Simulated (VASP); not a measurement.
Here is a VASP 6.6.1 calculation.

File INCAR:

```
PREC = Accurate ; ENCUT = 520
EDIFF = 1E-6 ; ISMEAR = 0
SIGMA = 0.1 ; LREAL = F
LASPH = T ; NELM = 60
ALGO = Fast ; ISIF = 2
LWAVE = F ; LCHARG = F
GGA = PS ; NBANDS = 32
```

The input KPOINTS:

```
Automatic mesh
0
Gamma
  4 4 4
```

File POSCAR:

```
Sc3TlB
1.0
    4.5200000000      0.0000000000      0.0000000000
    0.0000000000      4.5200000000      0.0000000000
    0.0000000000      0.0000000000      4.5200000000
Sc Tl B
3 1 1
Direct
    0.0000000000      0.5000000000      0.5000000000
    0.5000000000      0.0000000000      0.5000000000
    0.5000000000      0.5000000000      0.0000000000
    0.0000000000      0.0000000000      0.0000000000
    0.5000000000      0.5000000000      0.5000000000
```

Potentials or basis: VASP PAW PBE potentials, release 64 (Sc_sv, Tl_d, B).

Launch:

```sh
$ cat potpaw_PBE.64/Sc_sv/POTCAR potpaw_PBE.64/Tl_d/POTCAR potpaw_PBE.64/B/POTCAR > POTCAR
$ mpirun -np 1 vasp_std > vasp.out
```

Problem. What does it give for the pressure?

Solution. 7.2 GPa.

Caveat: the PAW data sets were made with another functional, which shifts forces and pressure a little.
